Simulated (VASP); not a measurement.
# Ni (Fm-3m) in VASP: single point with PBE

Aim: the single point of Ni with PBE.

Program: VASP 6.6.1. These are calculated values, not measurements. Logs are shortened: lines on timing, memory, paths and dates and some standing lists are left out, and cuts for length are marked.

### 1 The cell of the first run

Symmetry: Fm-3m, No. 225, cubic system. Conventional cell: a = 3.520 Å, b = 3.520 Å, c = 3.520 Å, α = 90.00°, β = 90.00°, γ = 90.00°. Within 3.3 Å of Ni (site symmetry m-3m) lie 12 Ni at 2.49 Å.

### 2 Single point, PBE, collinear spin, ferromagnetic start

File INCAR:

```
SYSTEM = Ni
  PREC = Accurate
  ENCUT = 520
  EDIFF = 1E-6
  ISMEAR = 0
  SIGMA = 0.05
  LREAL = .False.
  LASPH = .True.
  NELM = 150
  ALGO = Fast
  ISIF = 2
  LWAVE = .False.
  LCHARG = .False.
  ISPIN = 2
  MAGMOM = 0.7
  LORBIT = 11
  LMAXMIX = 4
  GGA = PE
  NBANDS = 15
```

File KPOINTS:

```
regular mesh
0
Gamma
  16 16 16
  0 0 0
```

File POSCAR:

```
Ni
1.0
    0.0000000000      1.7600025826      1.7600025826
    1.7600025826      0.0000000000      1.7600025826
    1.7600025826      1.7600025826      0.0000000000
Ni
1
Direct
    0.0000000000      0.0000000000      0.0000000000
```

Potentials or basis: VASP PAW PBE potentials, release 64 (Ni).

Started as:

```sh
cat potpaw_PBE.64/Ni/POTCAR > POTCAR
mpirun -np 1 vasp_std > vasp.out
```

OUTCAR:

```text
SYSTEM = Ni
   PREC = Accurate
   ENCUT = 520
   EDIFF = 1E-6
   ISMEAR = 0
   LREAL = .False.
   LASPH = .True.
   NELM = 150
   ISIF = 2
   ISPIN = 2
   LORBIT = 11
   GGA = PE

 ion  position               nearest neighbor table
   1  0.000  0.000  0.000-

  LATTYP: Found a face centered cubic cell.
 ALAT       =     3.5200051652

  Lattice vectors:

 A1 = (   0.0000000000,   1.7600025826,   1.7600025826)
 A2 = (   1.7600025826,   0.0000000000,   1.7600025826)
 A3 = (   1.7600025826,   1.7600025826,   0.0000000000)

Analysis of symmetry for initial positions (statically):
=====================================================================
 Subroutine PRICEL returns:
 Original cell was already a primitive cell.

 Routine SETGRP: Setting up the symmetry group for a
 face centered cubic supercell.

 Subroutine GETGRP returns: Found 48 space group operations
 (whereof 48 operations were pure point group operations)
 out of a pool of 48 trial point group operations.

The static configuration has the point symmetry O_h .

Analysis of symmetry for dynamics (positions and initial velocities):
=====================================================================
 Subroutine PRICEL returns:
 Original cell was already a primitive cell.

 Routine SETGRP: Setting up the symmetry group for a
 face centered cubic supercell.

 Subroutine GETGRP returns: Found 48 space group operations
 (whereof 48 operations were pure point group operations)
 out of a pool of 48 trial point group operations.

The dynamic configuration has the point symmetry O_h .

Analysis of structural, dynamic, and magnetic symmetry:
=====================================================================
 Subroutine PRICEL returns:
 Original cell was already a primitive cell.

 Routine SETGRP: Setting up the symmetry group for a
 face centered cubic supercell.

 Subroutine GETGRP returns: Found 48 space group operations
 (whereof 48 operations were pure point group operations)
 out of a pool of 48 trial point group operations.

The overall configuration has the point symmetry O_h .

 Subroutine INISYM returns: Found 48 space group operations
 (whereof 48 operations are pure point group operations),
 and found     1 'primitive' translations

----------------------------------------------------------------------------------------

                                     Primitive cell

  volume of cell :      10.9036

  direct lattice vectors                    reciprocal lattice vectors
     0.000000000  1.760002583  1.760002583    -0.284090492  0.284090492  0.284090492
     1.760002583  0.000000000  1.760002583     0.284090492 -0.284090492  0.284090492
     1.760002583  1.760002583  0.000000000     0.284090492  0.284090492 -0.284090492

  length of vectors
     2.489019522  2.489019522  2.489019522     0.492059166  0.492059166  0.492059166

  position of ions in fractional coordinates (direct lattice)
     0.000000000  0.000000000  0.000000000

  ion indices of the primitive-cell ions
   primitive index   ion index
                 1           1

----------------------------------------------------------------------------------------

 KPOINTS: regular mesh

Automatic generation of k-mesh.
 Grid dimensions read from file:
 generate k-points for:   16   16   16

 Generating k-lattice:

  Cartesian coordinates                     Fractional coordinates (reciprocal lattice)
    -0.017755656  0.017755656  0.017755656     0.062500000  0.000000000  0.000000000
     0.017755656 -0.017755656  0.017755656     0.000000000  0.062500000  0.000000000
     0.017755656  0.017755656 -0.017755656     0.000000000  0.000000000  0.062500000

  Length of vectors
     0.030753698  0.030753698  0.030753698

  Shift w.r.t. Gamma in fractional coordinates (k-lattice)
     0.000000000  0.000000000  0.000000000

 Subroutine IBZKPT returns following result:
 ===========================================

 Found    145 irreducible k-points:

 Following reciprocal coordinates:
            Coordinates               Weight
  0.000000  0.000000  0.000000      1.000000
  0.062500  0.000000  0.000000      8.000000
  0.125000  0.000000  0.000000      8.000000
  0.187500  0.000000  0.000000      8.000000
  0.250000  0.000000  0.000000      8.000000
  0.312500  0.000000  0.000000      8.000000
[... 16 lines left out ...]
 -0.125000  0.062500  0.000000     24.000000
 -0.062500  0.062500  0.000000     12.000000
 [... further k-points ...]
   k-points           NKPTS =    145   k-points in BZ     NKDIM =    145   number of bands    NBANDS=     15
   number of dos      NEDOS =    301   number of ions     NIONS =      1
   total plane-waves  NPLWV =   8000
   dimension x,y,z NGX =    20 NGY =   20 NGZ =   20
   dimension x,y,z NGXF=    40 NGYF=   40 NGZF=   40
   ions per type =               1
   NGX,Y,Z   is equivalent  to a cutoff of  13.36, 13.36, 13.36 a.u.
   NGXF,Y,Z  is equivalent  to a cutoff of  26.72, 26.72, 26.72 a.u.
 SYSTEM =  Ni
   PREC   = accura    normal or accurate (medium, high low for compatibility)
   ISTART =      0    job   : 0-new  1-cont  2-samecut
   ICHARG =      2    charge: 1-file 2-atom 10-const
   ISPIN  =      2    spin polarized calculation?
   LNONCOLLINEAR =      F non collinear calculations
   LSORBIT =      F    spin-orbit coupling
   LASPH  =      T    aspherical Exc in radial PAW
   ENCUT  =  520.0 eV  38.22 Ry    6.18 a.u.   4.63  4.63  4.63*2*pi/ulx,y,z
   NELM   =    150;   NELMIN=  2; NELMDL= -5     # of ELM steps
   EDIFF  = 0.1E-05   stopping-criterion for ELM
   LREAL  =      F    real-space projection
   EDIFFG = 0.1E-04   stopping-criterion for IOM
   NSW    =      0    number of steps for IOM
   IBRION =     -1    ionic relax: 0-MD 1-quasi-New 2-CG
   NFREE  =      0    steps in history (QN), initial steepest desc. (CG)
   ISIF   =      2    stress and relaxation
   ISYM   =      2    0-nonsym 1-usesym 2-fastsym
   POTIM  = 0.5000    time-step for ionic-motion
   TEBEG  =    0.0;   TEEND  =   0.0 temperature during run
   PSTRESS=    0.0 pullay stress
   NELECT =      10.0000    total number of electrons
   NUPDOWN=      -1.0000    fix difference up-down
   EMIN   =  10.00;   EMAX   =-10.00  energy-range for DOS
   EFERMI =   0.00;   METHOD = LEGACY
   ISMEAR =     0;   SIGMA  =   0.05  broadening in eV -4-tet -1-fermi 0-gaus
   EFERMI_NEDOS =   21; number of points for ismear=-14 and -15
   IALGO  =     68    algorithm
   IMIX   =      4    mixing-type and parameters
     AMIX     =   0.40;   BMIX     =  1.00
     AMIX_MAG =   1.60;   BMIX_MAG =  1.00
  volume/ion in A,a.u.               =      10.90        73.58
  Fermi-wavevector in a.u.,A,eV,Ry     =   1.590565  3.005733 34.421355  2.529898
  Thomas-Fermi vector in A             =   2.689241
   LORBIT       =     11    0 simple, 1 ext, 2 COOP (PROOUT), +10 PAW based schemes
   GGA     = PE    functional components
   LHFCALC =     F    Hartree Fock is set to
   AEXX    =    0.0000 exact exchange contribution
   IVDW    =     0    specifies the selected vdW correction
   LEPSILON=     F    determine dielectric tensor
   LRPA    =     F    only Hartree local field effects (RPA)
 spin polarized calculation
 RMM-DIIS sequential band-by-band and
 Gauss-broadening in eV      SIGMA  =   0.05
  energy-cutoff  :      520.00
  volume of cell :       10.90
 maximum number of plane-waves:       304
   NGX =  9   NGY =  9   NGZ =  9

 number of electron      10.0000009 magnetization       0.5972481

 Free energy of the ion-electron system (eV)
  ---------------------------------------------------
  ext. energy  EPLUGINS =         0.00000000
  ---------------------------------------------------
  free energy    TOTEN  =        -5.47166444 eV

  energy without entropy =       -5.46954400  energy(sigma->0) =       -5.47060422

 E-fermi :   9.3568     XC(G=0): -13.2422

 val. band max:        9.3563914121   @ k =  -0.3125   0.1250   0.0000
 cond. band min:       9.3575299376   @ k =   0.3750   0.2500   0.0000
 fundamental gap:      0.0011385255
 Fermi energy:         9.3567718702

 spin component 1

 k-point     1 :       0.0000    0.0000    0.0000
  band No.  band energies     occupation
      1       0.3518      1.00000
      2       6.9332      1.00000
      3       6.9332      1.00000
      4       6.9332      1.00000
      5       8.1121      1.00000
      6       8.1121      1.00000
      7      33.0493      0.00000
      8      36.8970      0.00000
      9      36.8970      0.00000
     10      36.8970      0.00000
     11      39.8295      0.00000
     12      39.8295      0.00000
     13      39.8295      0.00000
     14      42.7956      0.00000
     15      49.0739      0.00000

 k-point     2 :       0.0625    0.0000    0.0000
  band No.  band energies     occupation
      1       0.5044      1.00000
      2       6.8941      1.00000
      3       6.9672      1.00000
      4       6.9672      1.00000
      5       8.0977      1.00000
      6       8.0977      1.00000
      7      32.5309      0.00000
      8      35.1133      0.00000
      9      36.5334      0.00000
     10      36.5334      0.00000
     11      40.3671      0.00000
     12      40.3671      0.00000
     13      40.9011      0.00000
     14      44.0637      0.00000
     15      47.6393      0.00000
[... 365 lines left out ...]
      3       7.1172      1.00000
      4       7.1225      1.00000
      5       7.9560      1.00000
      6       8.1622      1.00000
      7      29.1582      0.00000
      8      31.9109      0.00000
      9      35.6144      0.00000
     10      37.5618      0.00000
     11      39.4581      0.00000
     12      40.5893      0.00000
     13      43.2166      0.00000
     14      44.5471      0.00000
     15      46.7715      0.00000

 k-point    24 :      -0.0625    0.0625    0.0000
  band No.  band energies     occupation
      1       0.7559      1.00000
      2       6.8225      1.00000
      3       7.0158      1.00000
      4       7.0344      1.00000
      5       8.0288      1.00000
      6       8.1267      1.00000
      7      31.6843      0.00000
      8      33.3201      0.00000
      9      35.6370      0.00000
     10      37.4741      0.00000
     11      39.9996      0.00000
     12      40.1043      0.00000
     13      43.0763      0.00000
     14      45.1944      0.00000
     15      45.6101      0.00000

 [... further k-points ...]

 spin component 2

 k-point     1 :       0.0000    0.0000    0.0000
  band No.  band energies     occupation
      1       0.3143      1.00000
      2       7.6603      1.00000
      3       7.6603      1.00000
      4       7.6603      1.00000
      5       8.6623      1.00000
      6       8.6623      1.00000
      7      32.8883      0.00000
      8      36.8736      0.00000
      9      36.8736      0.00000
     10      36.8736      0.00000
     11      39.9237      0.00000
     12      39.9237      0.00000
     13      39.9237      0.00000
     14      42.6745      0.00000
     15      49.2622      0.00000

 k-point     2 :       0.0625    0.0000    0.0000
  band No.  band energies     occupation
      1       0.4670      1.00000
      2       7.6159      1.00000
      3       7.6955      1.00000
      4       7.6955      1.00000
      5       8.6471      1.00000
      6       8.6471      1.00000
      7      32.4248      0.00000
      8      35.0879      0.00000
      9      36.5373      0.00000
     10      36.5373      0.00000
     11      40.4289      0.00000
     12      40.4289      0.00000
     13      40.8998      0.00000
     14      43.9986      0.00000
     15      47.7964      0.00000
[... 365 lines left out ...]
      3       7.8367      1.00000
      4       7.8498      1.00000
      5       8.5007      1.00000
      6       8.7295      1.00000
      7      29.2102      0.00000
      8      31.9177      0.00000
      9      35.5570      0.00000
     10      37.5705      0.00000
     11      39.4216      0.00000
     12      40.6242      0.00000
     13      43.3813      0.00000
     14      44.4953      0.00000
     15      46.9534      0.00000

 k-point    24 :      -0.0625    0.0625    0.0000
  band No.  band energies     occupation
      1       0.7191      1.00000
      2       7.5367      1.00000
      3       7.7473      1.00000
      4       7.7613      1.00000
      5       8.5740      1.00000
      6       8.6796      1.00000
      7      31.6415      0.00000
      8      33.3375      0.00000
      9      35.6003      0.00000
     10      37.4508      0.00000
     11      40.0881      0.00000
     12      40.0903      0.00000
     13      43.0593      0.00000
     14      45.3421      0.00000
     15      45.6047      0.00000

 [... further k-points ...]

------------------------ aborting loop because EDIFF is reached ----------------------------------------

  FORCE on cell =-STRESS in cart. coord.  units (eV):
  Direction    XX          YY          ZZ          XY          YZ          ZX
  --------------------------------------------------------------------------------------
  -------------------------------------------------------------------------------------
  Total       -0.0508276     -0.0508276     -0.0508276     -0.0000000     -0.0000000      0.0000000
  in kB       -7.4686143     -7.4686143     -7.4686143     -0.0000000     -0.0000000      0.0000000
  external PRESSURE =      -7.4686143 kB  Pullay stress =       0.0000000 kB

 VOLUME and BASIS-vectors are now :
 -----------------------------------------------------------------------------
  energy-cutoff  :      520.00
  volume of cell :       10.90
      direct lattice vectors                 reciprocal lattice vectors
     0.000000000  1.760002583  1.760002583    -0.284090492  0.284090492  0.284090492
     1.760002583  0.000000000  1.760002583     0.284090492 -0.284090492  0.284090492
     1.760002583  1.760002583  0.000000000     0.284090492  0.284090492 -0.284090492

 POSITION                                       TOTAL-FORCE (eV/Angst)
 -----------------------------------------------------------------------------------
      0.00000      0.00000      0.00000         0.000000     -0.000000     -0.000000
 -----------------------------------------------------------------------------------
    total drift:                                0.000000      0.000000      0.000000

  FREE ENERGIE OF THE ION-ELECTRON SYSTEM (eV)
  ---------------------------------------------------
  free  energy   TOTEN  =        -5.4716644409 eV

  energy  without entropy=       -5.4695439960  energy(sigma->0) =       -5.47060422

 total charge

# of ion       s       p       d       tot
------------------------------------------
    1        0.496   0.495   8.315   9.306

 magnetization (x)

# of ion       s       p       d       tot
------------------------------------------
    1       -0.007  -0.025   0.641   0.610
```

Wall time 57 s (1 thread of Intel Xeon Platinum 8259CL at 2.50GHz (Skylake/Cascade Lake), shared host); peak memory 0.15 GiB.

Results:

* Free energy: -5.4717 eV
* Pressure: -0.7 GPa
* Net moment: 0.60 μB per cell
* Site moments: Ni +0.61 μB
* Valence electrons inside the program's atomic spheres: Ni 9.31

Levels at points of the mesh, in eV from the Fermi level:
Spin up:
```
           k point  band 3  band 4  band 5  band 6  band 7  band 8
(0.00, 0.00, 0.00)   -2.42   -2.42   -1.24   -1.24   23.69   27.54
(0.50, 0.00, 0.00)   -2.40   -0.59   -0.59   -0.30    5.64   22.18
(0.50, 0.50, 0.00)   -0.54   -0.47   -0.47    2.44    9.20   14.80
```
Spin down:
```
           k point  band 3  band 4  band 5  band 6  band 7  band 8
(0.00, 0.00, 0.00)   -1.70   -1.70   -0.69   -0.69   23.53   27.52
(0.50, 0.00, 0.00)   -1.82   -0.36    0.13    0.13    6.05   22.04
(0.50, 0.50, 0.00)    0.04    0.37    0.37    2.39    9.42   14.80
```
